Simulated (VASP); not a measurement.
# CaO (kat) (Fm-3m) in VASP: a series of runs

Runs on CaO (kat). Level: LDA. Tasks: single point, relaxation of the atoms.

All numbers are computed with VASP 6.6.1; they aren't measurements. Logs are shortened: lines on timing, memory, paths and dates and some standing lists are left out, and cuts for length are marked.

## (1) The cell of the first run

It takes space group Fm-3m (No. 225, cubic). The conventional cell has a = 4.795 Å, b = 4.795 Å, c = 4.795 Å, α = 90.00°, β = 90.00°, γ = 90.00°. Ca (site symmetry m-3m) has 6 O at 2.40 Å within 3.2 Å. Within 3.2 Å of O (site symmetry m-3m) lie 6 Ca at 2.40 Å.

## (2) Single point, LDA (strained cell)

INCAR

```
PREC     = Accurate       # precision mode
ENCUT    = 520            # plane-wave cutoff, eV
EDIFF    = 1E-6           # SCF threshold, eV
ISMEAR   = 0              # smearing method
SIGMA    = 0.02           # smearing width, eV
LREAL    = False          # projectors in reciprocal space
LASPH    = True           # aspherical terms in the spheres
NELM     = 80             # most SCF steps
ALGO     = Normal         # electronic algorithm
ISIF     = 2              # what is computed and relaxed
LWAVE    = False          # write WAVECAR
LCHARG   = False          # write CHGCAR
GGA      = CA             # functional
NBANDS   = 15             # bands
```

KPOINTS

```
regular mesh
0
Gamma
  8 8 8
```

POSCAR

```
CaO
1.0
    0.0000000000      2.3976771510      2.3976771510
    2.3976771510      0.0000000000      2.3976771510
    2.3976771510      2.3976771510      0.0000000000
Ca O
1 1
Direct
    0.0000000000      0.0000000000      0.0000000000
    0.5000000000      0.5000000000      0.5000000000
```

Potentials or basis: VASP PAW LDA potentials, release 64 (Ca_sv, O).

On the command line:

```console
> cat potpaw_LDA.64/Ca_sv/POTCAR potpaw_LDA.64/O/POTCAR > POTCAR
> mpirun -np 1 vasp_std > vasp.out
```

OUTCAR:

```text
PREC = Accurate
   ENCUT = 520
   EDIFF = 1E-6
   ISMEAR = 0
   LREAL = False
   LASPH = True
   NELM = 80
   ISIF = 2
   GGA = CA

 ion  position               nearest neighbor table
   1  0.000  0.000  0.000-   2 2.40   2 2.40   2 2.40   2 2.40   2 2.40   2 2.40
   2  0.500  0.500  0.500-   1 2.40   1 2.40   1 2.40   1 2.40   1 2.40   1 2.40

  LATTYP: Found a face centered cubic cell.
 ALAT       =     4.7953543020

  Lattice vectors:

 A1 = (   0.0000000000,   2.3976771510,   2.3976771510)
 A2 = (   2.3976771510,   0.0000000000,   2.3976771510)
 A3 = (   2.3976771510,   2.3976771510,   0.0000000000)

Analysis of symmetry for initial positions (statically):
=====================================================================
 Subroutine PRICEL returns:
 Original cell was already a primitive cell.

 Routine SETGRP: Setting up the symmetry group for a
 face centered cubic supercell.

 Subroutine GETGRP returns: Found 48 space group operations
 (whereof 48 operations were pure point group operations)
 out of a pool of 48 trial point group operations.

The static configuration has the point symmetry O_h .

Analysis of symmetry for dynamics (positions and initial velocities):
=====================================================================
 Subroutine PRICEL returns:
 Original cell was already a primitive cell.

 Routine SETGRP: Setting up the symmetry group for a
 face centered cubic supercell.

 Subroutine GETGRP returns: Found 48 space group operations
 (whereof 48 operations were pure point group operations)
 out of a pool of 48 trial point group operations.

The dynamic configuration has the point symmetry O_h .

 Subroutine INISYM returns: Found 48 space group operations
 (whereof 48 operations are pure point group operations),
 and found     1 'primitive' translations

----------------------------------------------------------------------------------------

                                     Primitive cell

  volume of cell :      27.5678

  direct lattice vectors                    reciprocal lattice vectors
     0.000000000  2.397677151  2.397677151    -0.208535165  0.208535165  0.208535165
     2.397677151  0.000000000  2.397677151     0.208535165 -0.208535165  0.208535165
     2.397677151  2.397677151  0.000000000     0.208535165  0.208535165 -0.208535165

  length of vectors
     3.390827545  3.390827545  3.390827545     0.361193501  0.361193501  0.361193501

  position of ions in fractional coordinates (direct lattice)
     0.000000000  0.000000000  0.000000000
     0.500000000  0.500000000  0.500000000

  ion indices of the primitive-cell ions
   primitive index   ion index
                 1           1
                 2           2

----------------------------------------------------------------------------------------

 KPOINTS: regular mesh

Automatic generation of k-mesh.
 Grid dimensions read from file:
 generate k-points for:    8    8    8

 Generating k-lattice:

  Cartesian coordinates                     Fractional coordinates (reciprocal lattice)
    -0.026066896  0.026066896  0.026066896     0.125000000  0.000000000  0.000000000
     0.026066896 -0.026066896  0.026066896     0.000000000  0.125000000  0.000000000
     0.026066896  0.026066896 -0.026066896     0.000000000  0.000000000  0.125000000

  Length of vectors
     0.045149188  0.045149188  0.045149188

  Shift w.r.t. Gamma in fractional coordinates (k-lattice)
     0.000000000  0.000000000  0.000000000

 Subroutine IBZKPT returns following result:
 ===========================================

 Found     29 irreducible k-points:

 Following reciprocal coordinates:
            Coordinates               Weight
  0.000000  0.000000  0.000000      1.000000
  0.125000  0.000000  0.000000      8.000000
  0.250000  0.000000  0.000000      8.000000
  0.375000  0.000000  0.000000      8.000000
  0.500000  0.000000  0.000000      4.000000
  0.125000  0.125000  0.000000      6.000000
[... 16 lines left out ...]
  0.500000  0.250000  0.125000     48.000000
 -0.375000  0.250000  0.125000     24.000000
 [... further k-points ...]
   k-points           NKPTS =     29   k-points in BZ     NKDIM =     29   number of bands    NBANDS=     15
   number of dos      NEDOS =    301   number of ions     NIONS =      2
   total plane-waves  NPLWV =  21952
   dimension x,y,z NGX =    28 NGY =   28 NGZ =   28
   dimension x,y,z NGXF=    56 NGYF=   56 NGZF=   56
   ions per type =               1   1
   NGX,Y,Z   is equivalent  to a cutoff of  13.73, 13.73, 13.73 a.u.
   NGXF,Y,Z  is equivalent  to a cutoff of  27.46, 27.46, 27.46 a.u.
 SYSTEM =  unknown system
   PREC   = accura    normal or accurate (medium, high low for compatibility)
   ISTART =      0    job   : 0-new  1-cont  2-samecut
   ICHARG =      2    charge: 1-file 2-atom 10-const
   ISPIN  =      1    spin polarized calculation?
   LNONCOLLINEAR =      F non collinear calculations
   LSORBIT =      F    spin-orbit coupling
   LASPH  =      T    aspherical Exc in radial PAW
   ENCUT  =  520.0 eV  38.22 Ry    6.18 a.u.   6.30  6.30  6.30*2*pi/ulx,y,z
   NELM   =     80;   NELMIN=  2; NELMDL= -5     # of ELM steps
   EDIFF  = 0.1E-05   stopping-criterion for ELM
   LREAL  =      F    real-space projection
   EDIFFG = 0.1E-04   stopping-criterion for IOM
   NSW    =      0    number of steps for IOM
   IBRION =     -1    ionic relax: 0-MD 1-quasi-New 2-CG
   NFREE  =      0    steps in history (QN), initial steepest desc. (CG)
   ISIF   =      2    stress and relaxation
   ISYM   =      2    0-nonsym 1-usesym 2-fastsym
   POTIM  = 0.5000    time-step for ionic-motion
   TEBEG  =    0.0;   TEEND  =   0.0 temperature during run
   PSTRESS=    0.0 pullay stress
   NELECT =      16.0000    total number of electrons
   NUPDOWN=      -1.0000    fix difference up-down
   EMIN   =  10.00;   EMAX   =-10.00  energy-range for DOS
   EFERMI =   0.00;   METHOD = LEGACY
   ISMEAR =     0;   SIGMA  =   0.02  broadening in eV -4-tet -1-fermi 0-gaus
   EFERMI_NEDOS =   21; number of points for ismear=-14 and -15
   IALGO  =     38    algorithm
   IMIX   =      4    mixing-type and parameters
     AMIX     =   0.40;   BMIX     =  1.00
     AMIX_MAG =   1.60;   BMIX_MAG =  1.00
  volume/ion in A,a.u.               =      13.78        93.02
  Fermi-wavevector in a.u.,A,eV,Ry     =   1.365570  2.580554 25.371910  1.864783
  Thomas-Fermi vector in A             =   2.491787
   LORBIT       =      0    0 simple, 1 ext, 2 COOP (PROOUT), +10 PAW based schemes
   GGA     = CA    functional components
   LHFCALC =     F    Hartree Fock is set to
   AEXX    =    0.0000 exact exchange contribution
   IVDW    =     0    specifies the selected vdW correction
   LEPSILON=     F    determine dielectric tensor
   LRPA    =     F    only Hartree local field effects (RPA)
 non-spin polarized calculation
 Gauss-broadening in eV      SIGMA  =   0.02
  energy-cutoff  :      520.00
  volume of cell :       27.57
 maximum number of plane-waves:       754
 NGX is ok and might be reduce to    28
   NGX = 13   NGY = 13   NGZ = 13

 number of electron      15.9999997 magnetization

 Free energy of the ion-electron system (eV)
  ---------------------------------------------------
  ext. energy  EPLUGINS =         0.00000000
  ---------------------------------------------------
  free energy    TOTEN  =       -14.19933984 eV

  energy without entropy =      -14.19933984  energy(sigma->0) =      -14.19933984

 E-fermi :   2.2343     XC(G=0): -11.0634

 val. band max:        2.0536947832   @ k =   0.0000   0.0000   0.0000
 cond. band min:       5.5091962059   @ k =   0.5000   0.5000   0.0000
 fundamental gap:      3.4555014227
 Fermi energy:         2.2342563430

 k-point     1 :       0.0000    0.0000    0.0000
  band No.  band energies     occupation
      1     -34.9794      2.00000
      2     -16.0214      2.00000
      3     -16.0214      2.00000
      4     -16.0214      2.00000
      5     -13.1680      2.00000
      6       2.0537      2.00000
      7       2.0537      2.00000
      8       2.0537      2.00000
      9       6.6727      0.00000
     10       8.1787      0.00000
     11       8.1787      0.00000
     12       8.1787      0.00000
     13       9.7516      0.00000
     14       9.7516      0.00000
     15      16.9071      0.00000

 k-point     2 :       0.1250    0.0000    0.0000
  band No.  band energies     occupation
      1     -34.9627      2.00000
      2     -16.2516      2.00000
      3     -16.0300      2.00000
      4     -16.0300      2.00000
      5     -12.9269      2.00000
      6       1.4993      2.00000
      7       1.8343      2.00000
      8       1.8343      2.00000
      9       7.3617      0.00000
     10       8.1368      0.00000
     11       8.4521      0.00000
     12       8.4521      0.00000
     13      10.1314      0.00000
     14      10.1314      0.00000
     15      17.5333      0.00000

 k-point     3 :       0.2500    0.0000    0.0000
  band No.  band energies     occupation
      1     -34.9221      2.00000
      2     -16.7062      2.00000
      3     -16.0507      2.00000
      4     -16.0507      2.00000
      5     -12.4436      2.00000
      6       0.4669      2.00000
      7       1.3665      2.00000
      8       1.3665      2.00000
      9       8.2005      0.00000
     10       8.8259      0.00000
     11       9.1710      0.00000
     12       9.1710      0.00000
     13      11.0436      0.00000
     14      11.0436      0.00000
     15      17.9443      0.00000

 k-point     4 :       0.3750    0.0000    0.0000
  band No.  band energies     occupation
      1     -34.8811      2.00000
      2     -17.0794      2.00000
      3     -16.0711      2.00000
      4     -16.0711      2.00000
      5     -12.0373      2.00000
      6      -0.3630      2.00000
      7       0.9619      2.00000
      8       0.9619      2.00000
      9       8.6801      0.00000
     10      10.0068      0.00000
     11      10.0068      0.00000
     12      10.0270      0.00000
     13      12.0403      0.00000
     14      12.0403      0.00000
     15      16.8232      0.00000
[... 307 lines left out ...]
 k-point    22 :       0.3750    0.2500    0.1250
  band No.  band energies     occupation
      1     -34.8925      2.00000
      2     -16.7478      2.00000
      3     -16.1947      2.00000
      4     -16.0899      2.00000
      5     -12.3963      2.00000
      6       0.1802      2.00000
      7       1.2481      2.00000
      8       1.5227      2.00000
      9       7.2988      0.00000
     10       9.0858      0.00000
     11       9.8889      0.00000
     12      10.2276      0.00000
     13      11.0283      0.00000
     14      12.2288      0.00000
     15      18.4413      0.00000

 k-point    23 :       0.5000    0.2500    0.1250
  band No.  band energies     occupation
      1     -34.8600      2.00000
      2     -16.9118      2.00000
      3     -16.2654      2.00000
      4     -16.1302      2.00000
      5     -12.2431      2.00000
      6      -0.0056      2.00000
      7       0.9504      2.00000
      8       1.1883      2.00000
      9       7.8189      0.00000
     10       9.4830      0.00000
     11      10.5077      0.00000
     12      10.6222      0.00000
     13      12.0151      0.00000
     14      13.1454      0.00000
     15      16.7348      0.00000

 k-point    24 :      -0.3750    0.2500    0.1250
  band No.  band energies     occupation
      1     -34.8464      2.00000
      2     -16.9780      2.00000
      3     -16.2820      2.00000
      4     -16.1577      2.00000
      5     -12.1845      2.00000
      6      -0.0604      2.00000
      7       0.8966      2.00000
      8       0.9657      2.00000
      9       8.7231      0.00000
     10       8.7904      0.00000
     11      10.8148      0.00000
     12      11.0143      0.00000
     13      12.3211      0.00000
     14      13.9440      0.00000
     15      15.7960      0.00000

 [... further k-points ...]

------------------------ aborting loop because EDIFF is reached ----------------------------------------

  FORCE on cell =-STRESS in cart. coord.  units (eV):
  Direction    XX          YY          ZZ          XY          YZ          ZX
  --------------------------------------------------------------------------------------
  -------------------------------------------------------------------------------------
  Total       -0.9469014     -0.9469014     -0.9469014      0.0000000      0.0000000      0.0000000
  in kB      -55.0317399    -55.0317399    -55.0317399      0.0000000      0.0000000      0.0000000
  external PRESSURE =     -55.0317399 kB  Pullay stress =       0.0000000 kB

 VOLUME and BASIS-vectors are now :
 -----------------------------------------------------------------------------
  energy-cutoff  :      520.00
  volume of cell :       27.57
      direct lattice vectors                 reciprocal lattice vectors
     0.000000000  2.397677151  2.397677151    -0.208535165  0.208535165  0.208535165
     2.397677151  0.000000000  2.397677151     0.208535165 -0.208535165  0.208535165
     2.397677151  2.397677151  0.000000000     0.208535165  0.208535165 -0.208535165

 POSITION                                       TOTAL-FORCE (eV/Angst)
 -----------------------------------------------------------------------------------
      0.00000      0.00000      0.00000        -0.000000     -0.000000     -0.000000
      2.39768      2.39768      2.39768         0.000000      0.000000      0.000000
 -----------------------------------------------------------------------------------
    total drift:                                0.000000      0.000000      0.000000

  FREE ENERGIE OF THE ION-ELECTRON SYSTEM (eV)
  ---------------------------------------------------
  free  energy   TOTEN  =       -14.1993398392 eV

  energy  without entropy=      -14.1993398392  energy(sigma->0) =      -14.19933984
```

It took 5.8 s on 1 thread of Intel Xeon 6975P-C (Granite Rapids), shared host; peak memory 0.14 GiB.

What came out:

```
Free energy            : -14.1993 eV
Pressure               : -5.5 GPa
Band gap on the k mesh : 3.46 eV, indirect (least direct gap 3.83 eV)
```

Levels at points of the mesh, in eV from the valence-band top:
| k point | band 5 | band 6 | band 7 | band 8 | band 9 | band 10 | band 11 | band 12 |
| --- | --- | --- | --- | --- | --- | --- | --- | --- |
| (0.00, 0.00, 0.00) | -15.22 | 0.00 | 0.00 | 0.00 | 4.62 | 6.12 | 6.12 | 6.12 |
| (0.50, 0.00, 0.00) | -13.94 | -2.73 | -1.25 | -1.25 | 6.99 | 8.34 | 8.34 | 8.37 |
| (0.50, 0.50, 0.00) | -14.97 | -1.31 | -0.37 | -0.37 | 3.46 | 8.07 | 8.92 | 9.58 |

Caveat: the cell differs from its parent crystal (strained cell). A k mesh can miss the band edges.

(Part 1 of 2 ends here.)
